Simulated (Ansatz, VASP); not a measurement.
## One calculation of InSe, two programs

```
In Se
1.0
     5.79048   -2.08641   -0.07207
     5.79048    2.08641   -0.07207
    -1.62361    0.00000    5.33314
In Se
2 2
Direct
  0.88390 0.89190 0.05330
  0.10810 0.11610 0.94670
  0.67215 0.66051 0.69521
  0.33949 0.32785 0.30479
```

Change from the starting cell: mode 9 frozen in at -0.024 Å, strain +e along z and -e/2 along x and y -0.0233.

Alike in both runs: task single point; functional PBE; k mesh 8 × 8 × 6; occupations gaussian, width 0.05 eV; no spin polarisation.

|  | VASP | Ansatz |
| --- | --- | --- |
| version | VASP 6.6.1 | Ansatz 0.2.0 |
| potentials or method | VASP PAW PBE potentials, release 64 (In_d, Se), cutoff 520 eV | scalar-relativistic, plane waves, PAW |
| valence electrons in the cell | 38 | 58 |

```csv
,VASP,Ansatz,Ansatz less VASP
gap on the k mesh at the Fermi level (eV),0.99,1.00,+0.008
least direct gap on the mesh (eV),1.14,1.15,+0.006
pressure (GPa),-0.1,-0.1,-0.04
"traceless stress, the component that is largest in VASP (GPa)",-0.36,-0.36,-0.002
rms of the force components (eV/Å),0.114,0.112,-0.0024
```

Atom by atom the forces differ by 0.008 eV/Å (rms over components). VASP's potentials hold 38 valence electrons a cell and Ansatz's 58, so a difference there can come from the potentials and not from the codes.
